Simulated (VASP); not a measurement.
A run of VASP 6.6.1 is set up as follows.

Contents of INCAR:

```
ALGO = Normal ; EDIFF = 1E-6
ENCUT = 520 ; GGA = PE
ISIF = 2 ; ISMEAR = 0
IVDW = 12 ; LASPH = T
LCHARG = F ; LREAL = F
LWAVE = F ; NBANDS = 11
NELM = 80 ; PREC = Accurate
SIGMA = 0.01
```

KPOINTS

```
k-points
0
Gamma
  10 10 10
```

File POSCAR:

```
Mg2Si
1.0
    0.0000000000      3.1368328535      3.1368328535
    3.1368328535      0.0000000000      3.1368328535
    3.1368328535      3.1368328535      0.0000000000
Mg Si
2 1
Direct
    0.2500000000      0.2500000000      0.2500000000
    0.7500000000      0.7500000000      0.7500000000
    0.0000000000      0.0000000000      0.0000000000
```

Potentials or basis: VASP PAW PBE potentials, release 64 (Mg, Si).

Launch:

```sh
$ cat potpaw_PBE.64/Mg/POTCAR potpaw_PBE.64/Si/POTCAR > POTCAR
$ mpirun -np 1 vasp_std > vasp.out
```

Question: Estimate the pressure.

Answer: -0.1 GPa.

Question: What does it give for the band gap on the k mesh?

Answer: 0.16 eV, indirect (least direct gap 2.10 eV).

Question: What does it give for the dispersion energy per atom?

Answer: -0.307 eV.

A k mesh can miss the band edges.
